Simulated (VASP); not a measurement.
# Hf (P6_3/mmc) in VASP: further runs

The runs below take Hf through single point, with PBE.

Everything below comes from runs of VASP 6.6.1. Logs are shortened: lines on timing, memory, paths and dates and some standing lists are left out, and cuts for length are marked.

**1. The cell of the first run**

It takes space group P6_3/mmc (No. 194, hexagonal). Conventional cell: a = 3.203 Å, b = 3.203 Å, c = 5.073 Å, α = 90.00°, β = 90.00°, γ = 120.00°. Within 4.1 Å of Hf (site symmetry -6m2) lie 12 Hf at 3.14 to 3.20 Å.

**2. Single point, PBE**

Contents of INCAR:

```
SYSTEM = Hf
ALGO = Normal ; EDIFF = 1E-6
ENCUT = 520 ; GGA = PE
ISIF = 2 ; ISMEAR = -1
LASPH = .TRUE. ; LCHARG = .FALSE.
LREAL = .FALSE. ; LWAVE = .FALSE.
NBANDS = 17 ; NELM = 80
PREC = Accurate ; SIGMA = 0.1
```

Contents of KPOINTS:

```
k-points
0
G
  12 12 7
  0 0 0
```

Contents of POSCAR:

```
Hf
1.0
    1.6016142160     -2.7740771961      0.0000000000
    1.6016142159      2.7740771961      0.0000000000
    0.0000000000      0.0000000000      5.0729617522
Hf
2
Direct
    0.6666666670      0.3333333330      0.2500000000
    0.3333333330      0.6666666670      0.7500000000
```

Potentials or basis: VASP PAW PBE potentials, release 64 (Hf_pv).

Run with:

```bash
$ cat potpaw_PBE.64/Hf_pv/POTCAR > POTCAR
$ mpirun -np 1 vasp_std > vasp.out
```

OUTCAR:

```text
SYSTEM = Hf
   EDIFF = 1E-6
   ENCUT = 520
   GGA = PE
   ISIF = 2
   ISMEAR = -1
   LASPH = .TRUE.
   LREAL = .FALSE.
   NELM = 80
   PREC = Accurate

 ion  position               nearest neighbor table
   1  0.667  0.333  0.250-   2 3.14   2 3.14   2 3.14   2 3.14   2 3.14   2 3.14
   2  0.333  0.667  0.750-   1 3.14   1 3.14   1 3.14   1 3.14   1 3.14   1 3.14

  LATTYP: Found a hexagonal cell.
 ALAT       =     3.2032284319
 C/A-ratio  =     1.5837027736

  Lattice vectors:

 A1 = (   1.6016142160,  -2.7740771961,   0.0000000000)
 A2 = (   1.6016142159,   2.7740771961,   0.0000000000)
 A3 = (   0.0000000000,   0.0000000000,   5.0729617522)

Analysis of symmetry for initial positions (statically):
=====================================================================
 Subroutine PRICEL returns:
 Original cell was already a primitive cell.

 Routine SETGRP: Setting up the symmetry group for a
 hexagonal supercell.

 Subroutine GETGRP returns: Found 24 space group operations
 (whereof 12 operations were pure point group operations)
 out of a pool of 24 trial point group operations.

The static configuration has the point symmetry D_3d.
 The point group associated with its full space group is D_6h.

Analysis of symmetry for dynamics (positions and initial velocities):
=====================================================================
 Subroutine PRICEL returns:
 Original cell was already a primitive cell.

 Routine SETGRP: Setting up the symmetry group for a
 hexagonal supercell.

 Subroutine GETGRP returns: Found 24 space group operations
 (whereof 12 operations were pure point group operations)
 out of a pool of 24 trial point group operations.

The dynamic configuration has the point symmetry D_3d.
 The point group associated with its full space group is D_6h.

 Subroutine INISYM returns: Found 24 space group operations
 (whereof 12 operations are pure point group operations),
 and found     1 'primitive' translations

----------------------------------------------------------------------------------------

                                     Primitive cell

  volume of cell :      45.0784

  direct lattice vectors                    reciprocal lattice vectors
     1.601614216 -2.774077196  0.000000000     0.312185041 -0.180240118  0.000000000
     1.601614216  2.774077196  0.000000000     0.312185041  0.180240118  0.000000000
     0.000000000  0.000000000  5.072961752     0.000000000  0.000000000  0.197123505

  length of vectors
     3.203228432  3.203228432  5.072961752     0.360480235  0.360480235  0.197123505

[... 80 lines left out ...]
   EDIFF  = 0.1E-05   stopping-criterion for ELM
   LREAL  =      F    real-space projection
   EDIFFG = 0.1E-04   stopping-criterion for IOM
   NSW    =      0    number of steps for IOM
   IBRION =     -1    ionic relax: 0-MD 1-quasi-New 2-CG
   NFREE  =      0    steps in history (QN), initial steepest desc. (CG)
   ISIF   =      2    stress and relaxation
   ISYM   =      2    0-nonsym 1-usesym 2-fastsym
   POTIM  = 0.5000    time-step for ionic-motion
   TEBEG  =    0.0;   TEEND  =   0.0 temperature during run
   PSTRESS=    0.0 pullay stress
   NELECT =      20.0000    total number of electrons
   NUPDOWN=      -1.0000    fix difference up-down
   EMIN   =  10.00;   EMAX   =-10.00  energy-range for DOS
   EFERMI =   0.00;   METHOD = LEGACY
   ISMEAR =    -1;   SIGMA  =   0.10  broadening in eV -4-tet -1-fermi 0-gaus
   EFERMI_NEDOS =   21; number of points for ismear=-14 and -15
   IALGO  =     38    algorithm
   IMIX   =      4    mixing-type and parameters
     AMIX     =   0.40;   BMIX     =  1.00
     AMIX_MAG =   1.60;   BMIX_MAG =  1.00
  volume/ion in A,a.u.               =      22.54       152.10
  Fermi-wavevector in a.u.,A,eV,Ry     =   1.248616  2.359542 21.212045  1.559041
  Thomas-Fermi vector in A             =   2.382694
   LORBIT       =      0    0 simple, 1 ext, 2 COOP (PROOUT), +10 PAW based schemes
   GGA     = PE    functional components
   LHFCALC =     F    Hartree Fock is set to
   AEXX    =    0.0000 exact exchange contribution
   IVDW    =     0    specifies the selected vdW correction
   LEPSILON=     F    determine dielectric tensor
   LRPA    =     F    only Hartree local field effects (RPA)
 non-spin polarized calculation
  energy-cutoff  :      520.00
  volume of cell :       45.08
 maximum number of plane-waves:      1233
 NGX is ok and might be reduce to    24
   NGX = 11   NGY = 11   NGZ = 19

 number of electron      20.0000005 magnetization

 Free energy of the ion-electron system (eV)
  ---------------------------------------------------
  ext. energy  EPLUGINS =         0.00000000
  ---------------------------------------------------
  free energy    TOTEN  =       -19.87611188 eV

  energy without entropy =      -19.81972899  energy(sigma->0) =      -19.84792043

 E-fermi :   4.8517     XC(G=0): -11.2492

 val. band max:        4.8248054855   @ k =   0.3333   0.2500   0.2857
 cond. band min:       4.8525726533   @ k =   0.3333   0.3333   0.2857
 fundamental gap:      0.0277671678
 Fermi energy:         4.8517353180

 k-point     1 :       0.0000    0.0000    0.0000
  band No.  band energies     occupation
      1     -26.2077      2.00000
      2     -25.4870      2.00000
      3     -25.4870      2.00000
      4     -25.3640      2.00000
      5     -25.3629      2.00000
      6     -25.3629      2.00000
[... 457 lines left out ...]
      4     -25.6083      2.00000
      5     -25.4860      2.00000
      6     -25.4367      2.00000
[... 9 lines left out ...]
     16       9.3406      0.00000
     17      10.9935      0.00000

 [... further k-points ...]

------------------------ aborting loop because EDIFF is reached ----------------------------------------

  FORCE on cell =-STRESS in cart. coord.  units (eV):
  Direction    XX          YY          ZZ          XY          YZ          ZX
  --------------------------------------------------------------------------------------
  -------------------------------------------------------------------------------------
  Total       -0.0980933     -0.0980933     -0.1322001      0.0000000      0.0000000      0.0000000
  in kB       -3.4864359     -3.4864359     -4.6986617      0.0000000      0.0000000      0.0000000
  external PRESSURE =      -3.8905112 kB  Pullay stress =       0.0000000 kB

 VOLUME and BASIS-vectors are now :
 -----------------------------------------------------------------------------
  energy-cutoff  :      520.00
  volume of cell :       45.08
      direct lattice vectors                 reciprocal lattice vectors
     1.601614216 -2.774077196  0.000000000     0.312185041 -0.180240118  0.000000000
     1.601614216  2.774077196  0.000000000     0.312185041  0.180240118  0.000000000
     0.000000000  0.000000000  5.072961752     0.000000000  0.000000000  0.197123505

 POSITION                                       TOTAL-FORCE (eV/Angst)
 -----------------------------------------------------------------------------------
      1.60161     -0.92469      1.26824         0.000000     -0.000000      0.000000
      1.60161      0.92469      3.80472        -0.000000      0.000000      0.000000
 -----------------------------------------------------------------------------------
    total drift:                               -0.000000      0.000000     -0.000000

  FREE ENERGIE OF THE ION-ELECTRON SYSTEM (eV)
  ---------------------------------------------------
  free  energy   TOTEN  =       -19.8761118793 eV

  energy  without entropy=      -19.8197289894  energy(sigma->0) =      -19.84792043
```

It took 16 s on 1 thread of Intel Xeon 6975P-C (Granite Rapids), shared host; peak memory 0.19 GiB.

Results:

```
Free energy            : -19.8761 eV
Pressure               : -0.4 GPa
Band gap on the k mesh : zero (band 10 reaches 6.05 eV, above the bottom of band 11 at 4.54 eV)
```

Stress tensor (GPa, compression positive):
```
-0.35  0.00  0.00
 0.00 -0.35  0.00
 0.00  0.00 -0.47
```

Caveat: spin-orbit coupling is left out, which moves the levels of the heavy elements.

**3. Single point, PBE**

Contents of INCAR:

```
PREC = Accurate
ENCUT = 520
EDIFF = 1E-7
ISMEAR = -1
SIGMA = 0.1
LREAL = F
LASPH = T
NELM = 100
ALGO = Normal
ISIF = 2
LWAVE = F
LCHARG = T
GGA = PE
LELF = T
LVHAR = T
NBANDS = 17
```

Contents of KPOINTS:

```
regular mesh
0
Gamma
  12 12 7
```

POSCAR is that of step 2.

Potentials or basis: VASP PAW PBE potentials, release 64 (Hf_pv).

Run with:

```bash
$ cat potpaw_PBE.64/Hf_pv/POTCAR > POTCAR
$ mpirun -np 1 vasp_std > vasp.out
```

It took 16 s on 1 thread of Intel Xeon 6975P-C (Granite Rapids), shared host; peak memory 0.19 GiB.

Results (log left out):

```
Free energy            : -19.8761 eV
Pressure               : -0.4 GPa
Band gap on the k mesh : zero (band 10 reaches 6.05 eV, above the bottom of band 11 at 4.54 eV)
```

Stress tensor (GPa, compression positive):
```
-0.35  0.00  0.00
 0.00 -0.35  0.00
 0.00  0.00 -0.47
```

Levels at points of the mesh, in eV from the Fermi level:
```
           k point  band 8  band 9  band 10  band 11  band 12  band 13
(0.00, 0.00, 0.00)   -3.67    0.62     1.20     1.20     1.46     2.01
(0.50, 0.00, 0.00)   -2.71   -2.19    -0.79     0.82     0.87     1.68
```

Caveat: spin-orbit coupling is left out, which moves the levels of the heavy elements.

**4. Single point, PBE**

Contents of INCAR:

```
  PREC = Accurate
  ENCUT = 520
  EDIFF = 1E-6
  ISMEAR = -1
  SIGMA = 0.1
  LREAL = False
  LASPH = True
  NELM = 100
  ALGO = Normal
  ISIF = 2
  LWAVE = False
  LCHARG = False
  GGA = PE
  NBANDS = 17
```

Contents of KPOINTS:

```
regular mesh
0
Gamma
  16 16 9
```

Contents of POSCAR:

```
Hf
1.0
    3.2032284319      0.0000000000      0.0000000000
   -1.6016142160      2.7740771961      0.0000000000
    0.0000000000      0.0000000000      5.0729617522
Hf
2
Direct
    0.3333333333      0.6666666667      0.2500000000
    0.6666666667      0.3333333333      0.7500000000
```

Potentials or basis: VASP PAW PBE potentials, release 64 (Hf_pv).

Run with:

```bash
$ cat potpaw_PBE.64/Hf_pv/POTCAR > POTCAR
$ mpirun -np 1 vasp_std > vasp.out
```

OUTCAR:

```text
PREC = Accurate
   ENCUT = 520
   EDIFF = 1E-6
   ISMEAR = -1
   LREAL = False
   LASPH = True
   NELM = 100
   ISIF = 2
   GGA = PE

 ion  position               nearest neighbor table
   1  0.333  0.667  0.250-   2 3.14   2 3.14   2 3.14   2 3.14   2 3.14   2 3.14
   2  0.667  0.333  0.750-   1 3.14   1 3.14   1 3.14   1 3.14   1 3.14   1 3.14

  LATTYP: Found a hexagonal cell.
 ALAT       =     3.2032284319
 C/A-ratio  =     1.5837027736

  Lattice vectors:

[... 667 lines left out ...]
 [... further k-points ...]

------------------------ aborting loop because EDIFF is reached ----------------------------------------

  FORCE on cell =-STRESS in cart. coord.  units (eV):
  Direction    XX          YY          ZZ          XY          YZ          ZX
  --------------------------------------------------------------------------------------
  -------------------------------------------------------------------------------------
  Total       -0.1007736     -0.1007736     -0.1359440      0.0000000      0.0000000     -0.0000000
  in kB       -3.5817000     -3.5817000     -4.8317297      0.0000000      0.0000000     -0.0000000
  external PRESSURE =      -3.9983766 kB  Pullay stress =       0.0000000 kB

 VOLUME and BASIS-vectors are now :
 -----------------------------------------------------------------------------
  energy-cutoff  :      520.00
  volume of cell :       45.08
      direct lattice vectors                 reciprocal lattice vectors
     3.203228432  0.000000000  0.000000000     0.312185041  0.180240118  0.000000000
    -1.601614216  2.774077196  0.000000000     0.000000000  0.360480235  0.000000000
     0.000000000  0.000000000  5.072961752     0.000000000  0.000000000  0.197123505

 POSITION                                       TOTAL-FORCE (eV/Angst)
 -----------------------------------------------------------------------------------
     -0.00000      1.84938      1.26824         0.000000      0.000000      0.000000
      1.60161      0.92469      3.80472        -0.000000     -0.000000      0.000000
 -----------------------------------------------------------------------------------
    total drift:                               -0.000000      0.000000     -0.000000

  FREE ENERGIE OF THE ION-ELECTRON SYSTEM (eV)
  ---------------------------------------------------
  free  energy   TOTEN  =       -19.8762920534 eV

  energy  without entropy=      -19.8200120936  energy(sigma->0) =      -19.84815207
```

OSZICAR:

```text
N       E                     dE             d eps       ncg     rms          rms(c)
DAV:   1     0.500370089014E+02    0.50037E+02   -0.11419E+04  5108   0.112E+03
DAV:   2    -0.187790605717E+02   -0.68816E+02   -0.67229E+02  6689   0.249E+02
DAV:   3    -0.205827613969E+02   -0.18037E+01   -0.17899E+01  6468   0.269E+01
DAV:   4    -0.205978185308E+02   -0.15057E-01   -0.15043E-01  6533   0.295E+00
DAV:   5    -0.205979721636E+02   -0.15363E-03   -0.15359E-03  6592   0.262E-01    0.648E+01
DAV:   6    -0.200692081111E+02    0.52876E+00   -0.49944E-01  6122   0.454E+00    0.383E+01
DAV:   7    -0.198867492493E+02    0.18246E+00   -0.83893E-01  6129   0.564E+00    0.184E+00
DAV:   8    -0.198761970275E+02    0.10552E-01   -0.53982E-02  6084   0.150E+00    0.327E-01
DAV:   9    -0.198763031831E+02   -0.10616E-03   -0.11612E-03  6899   0.242E-01    0.186E-01
DAV:  10    -0.198762884486E+02    0.14735E-04   -0.59568E-05  6089   0.514E-02    0.213E-01
DAV:  11    -0.198762919615E+02   -0.35130E-05   -0.55980E-06  6392   0.173E-02    0.129E-02
DAV:  12    -0.198762920534E+02   -0.91898E-07   -0.36407E-07  3646   0.415E-03
   1 F= -.19876292E+02 E0= -.19848152E+02  d E =-.562800E-01
```

stdout:

```text
POSCAR found type information on POSCAR Hf
 POSCAR found :  1 types and       2 ions
 scaLAPACK will be used
 LDA part: xc-table for (Slater+PW92), standard interpolation
 POSCAR, INCAR and KPOINTS ok, starting setup
 FFT: planning ... GRIDC
 FFT: planning ... GRID_SOFT
 FFT: planning ... GRID
 WAVECAR not read
 entering main loop
```

It took 26 s on 1 thread of Intel Xeon 6975P-C (Granite Rapids), shared host; peak memory 0.22 GiB.

Results:

```yaml
Free_energy: -19.8763 eV
Pressure: -0.4 GPa
Band_gap_on_the_k_mesh: zero (band 10 reaches 6.05 eV, above the bottom of band 11 at 4.51 eV)
```

Stress tensor (GPa, compression positive):
```
-0.36  0.00  0.00
 0.00 -0.36  0.00
 0.00  0.00 -0.48
```

Caveat: spin-orbit coupling is left out, which moves the levels of the heavy elements.
